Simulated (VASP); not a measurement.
# Pd in VASP: relaxation of the atoms with PBE

Aim: the relaxation of the atoms of Pd with PBE.

Program: VASP 6.6.1. These are calculated values, not measurements. Logs are shortened: lines on timing, memory, paths and dates and some standing lists are left out, and cuts for length are marked.

### 1 The cell of the first run

The cell holds a slab with vacuum, 4 atoms: a = 2.788 Å, b = 2.788 Å, c = 23.828 Å, α = 90.00°, β = 90.00°, γ = 120.00°.

### 2 Relaxation of the atoms, PBE

INCAR

```
PREC = Accurate ; ENCUT = 520
EDIFF = 1E-6 ; ISMEAR = 0
SIGMA = 0.1 ; LREAL = False
LASPH = True ; NELM = 100
ALGO = Normal ; ISIF = 2
LWAVE = False ; LCHARG = False
LDIPOL = True ; IDIPOL = 3
DIPOL = 0.5 0.5 0.500 ; GGA = PE
IBRION = 2 ; NSW = 90
EDIFFG = -0.03
```

KPOINTS

```
Automatic mesh
0
Gamma
  12 12 1
```

POSCAR

```
Pd
1.0
    2.7876806211      0.0000000000      0.0000000000
   -1.3938403105      2.4142022355      0.0000000000
    0.0000000000      0.0000000000     23.8283950875
Pd
4
Selective dynamics
Direct
    0.6666666667      0.3333333333      0.3567172682  F F F
    0.3333333333      0.6666666667      0.4522390894  F F F
    0.0000000000      0.0000000000      0.5477609106  T T T
    0.6666666667      0.3333333333      0.6432827318  T T T
```

Potentials or basis: VASP PAW PBE potentials, release 64 (Pd).

Started as:

```bash
> cat potpaw_PBE.64/Pd/POTCAR > POTCAR
> mpirun -np 1 vasp_std > vasp.out
```

OUTCAR:

```text
PREC = Accurate
   ENCUT = 520
   EDIFF = 1E-6
   ISMEAR = 0
   LREAL = False
   LASPH = True
   NELM = 100
   ISIF = 2
   GGA = PE
   IBRION = 2
   NSW = 90
   EDIFFG = -0.03

 ion  position               nearest neighbor table
   1  0.667  0.333  0.357-   2 2.79   2 2.79   2 2.79
   2  0.333  0.667  0.452-   3 2.79   1 2.79   1 2.79   3 2.79   3 2.79   1 2.79
   3  0.000  0.000  0.548-   2 2.79   4 2.79   2 2.79   4 2.79   2 2.79   4 2.79
   4  0.667  0.333  0.643-   3 2.79   3 2.79   3 2.79

  LATTYP: Found a hexagonal cell.
 ALAT       =     2.7876806211
 C/A-ratio  =     8.5477493035

  Lattice vectors:

 A1 = (   2.7876806211,   0.0000000000,   0.0000000000)
 A2 = (  -1.3938403105,   2.4142022355,   0.0000000000)
 A3 = (   0.0000000000,   0.0000000000,  23.8283950875)

Analysis of symmetry for initial positions (statically):
=====================================================================
 Subroutine PRICEL returns:
 Original cell was already a primitive cell.

 Routine SETGRP: Setting up the symmetry group for a
 hexagonal supercell.

 Subroutine GETGRP returns: Found 12 space group operations
 (whereof  6 operations were pure point group operations)
 out of a pool of 24 trial point group operations.

The static configuration has the point symmetry C_3v.
 The point group associated with its full space group is D_3d.

Analysis of symmetry for dynamics (positions and initial velocities):
=====================================================================
 Subroutine PRICEL returns:
 Original cell was already a primitive cell.

 Routine SETGRP: Setting up the symmetry group for a
 hexagonal supercell.

 Subroutine GETGRP returns: Found 12 space group operations
 (whereof  6 operations were pure point group operations)
 out of a pool of 24 trial point group operations.

The dynamic configuration has the point symmetry C_3v.
 The point group associated with its full space group is D_3d.

Analysis of constrained symmetry for selective dynamics:
=====================================================================
 Subroutine PRICEL returns:
 Original cell was already a primitive cell.

 Routine SETGRP: Setting up the symmetry group for a
 hexagonal supercell.

 Subroutine GETGRP returns: Found  6 space group operations
 (whereof  6 operations were pure point group operations)
 out of a pool of 24 trial point group operations.

The constrained configuration has the point symmetry C_3v.

 Subroutine INISYM returns: Found  6 space group operations
 (whereof  6 operations are pure point group operations),
 and found     1 'primitive' translations

----------------------------------------------------------------------------------------

                                     Primitive cell

  volume of cell :     160.3657

  direct lattice vectors                    reciprocal lattice vectors
     2.787680621  0.000000000  0.000000000     0.358721151  0.207107753  0.000000000
    -1.393840310  2.414202235  0.000000000     0.000000000  0.414215506  0.000000000
     0.000000000  0.000000000 23.828395087     0.000000000  0.000000000  0.041966737

  length of vectors
     2.787680621  2.787680621 23.828395087     0.414215506  0.414215506  0.041966737

  position of ions in fractional coordinates (direct lattice)
     0.666666667  0.333333333  0.356717268
     0.333333333  0.666666667  0.452239089
     0.000000000  0.000000000  0.547760911
     0.666666667  0.333333333  0.643282732

  ion indices of the primitive-cell ions
   primitive index   ion index
                 1           1
                 2           2
                 3           3
                 4           4

----------------------------------------------------------------------------------------

 KPOINTS: Automatic mesh

Automatic generation of k-mesh.
 Grid dimensions read from file:
 generate k-points for:   12   12    1

 Generating k-lattice:

  Cartesian coordinates                     Fractional coordinates (reciprocal lattice)
     0.029893429  0.017258979  0.000000000     0.083333333 -0.000000000  0.000000000
     0.000000000  0.034517959  0.000000000     0.000000000  0.083333333  0.000000000
     0.000000000  0.000000000  0.041966737     0.000000000  0.000000000  1.000000000

  Length of vectors
     0.034517959  0.034517959  0.041966737

  Shift w.r.t. Gamma in fractional coordinates (k-lattice)
     0.000000000  0.000000000  0.000000000

 Subroutine IBZKPT returns following result:
 ===========================================

 Found     19 irreducible k-points:

 Following reciprocal coordinates:
            Coordinates               Weight
  0.000000  0.000000  0.000000      1.000000
  0.083333 -0.000000  0.000000      6.000000
  0.166667  0.000000  0.000000      6.000000
  0.250000  0.000000  0.000000      6.000000
  0.333333  0.000000  0.000000      6.000000
  0.416667  0.000000  0.000000      6.000000
[... 11 lines left out ...]
  0.333333  0.250000  0.000000     12.000000
  0.333333  0.333333  0.000000      2.000000
   k-points           NKPTS =     19   k-points in BZ     NKDIM =     19   number of bands    NBANDS=     24
   number of dos      NEDOS =    301   number of ions     NIONS =      4
   total plane-waves  NPLWV = 103680
   dimension x,y,z NGX =    24 NGY =   24 NGZ =  180
   dimension x,y,z NGXF=    48 NGYF=   48 NGZF=  360
   ions per type =               4
   NGX,Y,Z   is equivalent  to a cutoff of  14.31, 14.31, 12.56 a.u.
   NGXF,Y,Z  is equivalent  to a cutoff of  28.63, 28.63, 25.12 a.u.
 SYSTEM =  unknown system
   PREC   = accura    normal or accurate (medium, high low for compatibility)
   ISTART =      0    job   : 0-new  1-cont  2-samecut
   ICHARG =      2    charge: 1-file 2-atom 10-const
   ISPIN  =      1    spin polarized calculation?
   LNONCOLLINEAR =      F non collinear calculations
   LSORBIT =      F    spin-orbit coupling
   LASPH  =      T    aspherical Exc in radial PAW
   ENCUT  =  520.0 eV  38.22 Ry    6.18 a.u.   5.18  5.18 44.31*2*pi/ulx,y,z
   NELM   =    100;   NELMIN=  2; NELMDL= -5     # of ELM steps
   EDIFF  = 0.1E-05   stopping-criterion for ELM
   LREAL  =      F    real-space projection
   EDIFFG = -.3E-01   stopping-criterion for IOM
   NSW    =     90    number of steps for IOM
   IBRION =      2    ionic relax: 0-MD 1-quasi-New 2-CG
   NFREE  =      1    steps in history (QN), initial steepest desc. (CG)
   ISIF   =      2    stress and relaxation
   ISYM   =      2    0-nonsym 1-usesym 2-fastsym
   POTIM  = 0.5000    time-step for ionic-motion
   TEBEG  =    0.0;   TEEND  =   0.0 temperature during run
   PSTRESS=    0.0 pullay stress
   NELECT =      40.0000    total number of electrons
   NUPDOWN=      -1.0000    fix difference up-down
   EMIN   =  10.00;   EMAX   =-10.00  energy-range for DOS
   EFERMI =   0.00;   METHOD = LEGACY
   ISMEAR =     0;   SIGMA  =   0.10  broadening in eV -4-tet -1-fermi 0-gaus
   EFERMI_NEDOS =   21; number of points for ismear=-14 and -15
   IALGO  =     38    algorithm
   IMIX   =      4    mixing-type and parameters
     AMIX     =   0.40;   BMIX     =  1.00
     AMIX_MAG =   1.60;   BMIX_MAG =  1.00
  volume/ion in A,a.u.               =      40.09       270.55
  Fermi-wavevector in a.u.,A,eV,Ry     =   1.030523  1.947406 14.449082  1.061978
  Thomas-Fermi vector in A             =   2.164625
   LORBIT       =      0    0 simple, 1 ext, 2 COOP (PROOUT), +10 PAW based schemes
   GGA     = PE    functional components
   LHFCALC =     F    Hartree Fock is set to
   AEXX    =    0.0000 exact exchange contribution
   IVDW    =     0    specifies the selected vdW correction
   LEPSILON=     F    determine dielectric tensor
   LRPA    =     F    only Hartree local field effects (RPA)
 conjugate gradient relaxation of ions
 non-spin polarized calculation
 Gauss-broadening in eV      SIGMA  =   0.10
  energy-cutoff  :      520.00
  volume of cell :      160.37
 maximum number of plane-waves:      4343
 NGX is ok and might be reduce to    24
   NGX = 11   NGY = 11   NGZ = 89

--------------------------------------- Ionic step        1  -------------------------------------------

 number of electron      40.0000009 magnetization

 Free energy of the ion-electron system (eV)
  ---------------------------------------------------
  ext. energy  EPLUGINS =         0.00000000
  ---------------------------------------------------
  free energy    TOTEN  =       -19.76119225 eV

  energy without entropy =      -19.70487178  energy(sigma->0) =      -19.73303202

------------------------ aborting loop because EDIFF is reached ----------------------------------------

  FORCE on cell =-STRESS in cart. coord.  units (eV):
  Direction    XX          YY          ZZ          XY          YZ          ZX
  --------------------------------------------------------------------------------------
  -------------------------------------------------------------------------------------
  Total       -2.2227196     -2.2227196     -0.2396097     -0.0000000      0.0000000      0.0000000
  in kB      -22.2066892    -22.2066892     -2.3938861     -0.0000000      0.0000000      0.0000000
  external PRESSURE =     -15.6024215 kB  Pullay stress =       0.0000000 kB
[... 133 lines left out ...]
  FREE ENERGIE OF THE ION-ELECTRON SYSTEM (eV)
  ---------------------------------------------------
  free  energy   TOTEN  =       -19.7617154872 eV

  energy  without entropy=      -19.7052630389  energy(sigma->0) =      -19.73348926

 dipolmoment           0.000000      0.000000      0.000060 electrons x Angstroem

--------------------------------------- Ionic step        5  -------------------------------------------

 number of electron      40.0000008 magnetization

 dipolmoment           0.000000      0.000000     -0.000080 electrons x Angstroem

 Free energy of the ion-electron system (eV)
  ---------------------------------------------------
  ext. energy  EPLUGINS =         0.00000000
  ---------------------------------------------------
  free energy    TOTEN  =       -19.76197331 eV

  energy without entropy =      -19.70550078  energy(sigma->0) =      -19.73373705

 E-fermi :   0.2316     XC(G=0):  -5.6395

 val. band max:        0.2268155112   @ k =   0.3333   0.1667   0.0000
 cond. band min:       0.2327061283   @ k =   0.2500   0.0000   0.0000
 fundamental gap:      0.0058906171
 Fermi energy:         0.2316423557

 k-point     1 :       0.0000    0.0000    0.0000
  band No.  band energies     occupation
      1      -6.1275      2.00000
      2      -5.0639      2.00000
      3      -4.5511      2.00000
      4      -4.3872      2.00000
      5      -2.4119      2.00000
      6      -2.3531      2.00000
[... 502 lines left out ...]
     23       6.5600      0.00000
     24       7.2873      0.00000

------------------------ aborting loop because EDIFF is reached ----------------------------------------

 vacuum level on the upper side and lower side of the slab       (xc-potential included)        -0.019        -0.025

  FORCE on cell =-STRESS in cart. coord.  units (eV):
  Direction    XX          YY          ZZ          XY          YZ          ZX
  --------------------------------------------------------------------------------------
  -------------------------------------------------------------------------------------
  Total       -2.1502697     -2.1502697     -0.1295572     -0.0000000      0.0000000      0.0000000
  in kB      -21.4828581    -21.4828581     -1.2943766     -0.0000000      0.0000000      0.0000000
  external PRESSURE =     -14.7533643 kB  Pullay stress =       0.0000000 kB

 VOLUME and BASIS-vectors are now :
 -----------------------------------------------------------------------------
  energy-cutoff  :      520.00
  volume of cell :      160.37
      direct lattice vectors                 reciprocal lattice vectors
     2.787680621  0.000000000  0.000000000     0.358721151  0.207107753  0.000000000
    -1.393840310  2.414202235  0.000000000     0.000000000  0.414215506  0.000000000
     0.000000000  0.000000000 23.828395087     0.000000000  0.000000000  0.041966737
[... 10 lines left out ...]
  FREE ENERGIE OF THE ION-ELECTRON SYSTEM (eV)
  ---------------------------------------------------
  free  energy   TOTEN  =       -19.7619733122 eV

  energy  without entropy=      -19.7055007839  energy(sigma->0) =      -19.73373705

 reached required accuracy - stopping structural energy minimisation

 vacuum level on the upper side and lower side of the slab         5.487         5.483
```

Wall time 8.9 min (1 thread of Intel Xeon 8259CL, shared host); peak memory 0.31 GiB.

What came out:

| Property | Result |
| --- | --- |
| Free energy | -19.7620 eV |
| Energy gained by relaxing | 0.2 meV/atom |
| Ionic steps | 5 |
| Band gap on the k mesh | zero (bands 20 and 21 overlap by 0.85 eV) |

The path:
| step | energy change (eV) | largest force on free atoms (eV/Å) | pressure (GPa) |
| --- | --- | --- | --- |
| 1 | 0.0000 | 0.0830 | -1.56 |
| 2 | -0.0003 | 0.0480 | -1.56 |
| 3 | -0.0004 | 0.0462 | -1.56 |
| 4 | -0.0005 | 0.0397 | -1.54 |
| 5 | -0.0008 | 0.0205 | -1.48 |

Final structure:
```
Pd
1.0
     2.78768    0.00000    0.00000
    -1.39384    2.41420    0.00000
     0.00000    0.00000   23.82840
Pd
4
Direct
  0.66667 0.33333 0.35672
  0.33333 0.66667 0.45224
  0.00000 0.00000 0.54710
  0.66667 0.33333 0.64278
```
